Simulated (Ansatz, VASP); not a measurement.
## LiCl in VASP and in Ansatz

```
Li Cl
1.0
     3.89374    0.00000    0.00000
    -1.94687    3.37208    0.00000
     0.00000    0.00000    6.22588
Li Cl
2 2
Direct
  0.66667 0.33333 0.87808
  0.33333 0.66667 0.37808
  0.66667 0.33333 0.49692
  0.33333 0.66667 0.99692
```

Alike in both runs: task single point; functional r2SCAN; k mesh 6 × 6 × 4; no spin polarisation.

```csv
,VASP,Ansatz
version,VASP 6.6.1,Ansatz 0.2.0
potentials or method,"VASP PAW PBE potentials, release 64 (Li_sv, Cl)","plane waves, PAW"
plane-wave cutoff (eV),520,500
occupations,"gaussian, width 0.01 eV",fixed
valence electrons in the cell,20,20
```

```tsv
	VASP	Ansatz	Ansatz less VASP
gap on the k mesh at the Fermi level (eV)	6.74	6.69	-0.055
```

VASP's potentials were made for PBE, not for r2SCAN.

Noted on VASP's run: the cutoff is short for stress, so the pressure is rough.
